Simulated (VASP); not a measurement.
The system is Ni.

```
Ni
1.0
     0.00000    1.76987    1.76987
     1.76987    0.00000    1.76987
     1.76987    1.76987    0.00000
Ni
1
Direct
  0.00000 0.00000 0.00000
```

Base run:

- Program: VASP 6.6.1
- Functional: PBE
- Potentials or basis: VASP PAW PBE potentials, release 64 (Ni)
- Cutoff: 520 eV
- k mesh: 12 × 12 × 12
- Occupations: fermi-dirac, width 0.05 eV
- Spin: collinear spin, ferromagnetic start
- Starting moments: [0.26] μB
- Fixed moment: 0.26 μB
- Hubbard terms: Ni d U = 6.2 eV

Its results: pressure -16.7 GPa; net moment 0.26 μB per cell; site moments Ni +0.29 μB.

Problem. After a change of settings the same cell gave: pressure -11.9 GPa; net moment 0.74 μB per cell; site moments Ni +0.79 μB. Which change was it?
A. fixed moment from 0.26 μB to none; moments at the start from [0.26] to [0.2]
B. fixed moment from 0.26 μB to 2.05 μB; moments at the start from [0.26] to [2.05]
C. fixed moment from 0.26 μB to 1.28 μB; moments at the start from [0.26] to [1.28]

Solution. A.

Caveats: the U is typed as a test and isn't derived for this compound; the total moment is fixed, so each spin has its own Fermi level (some runs).
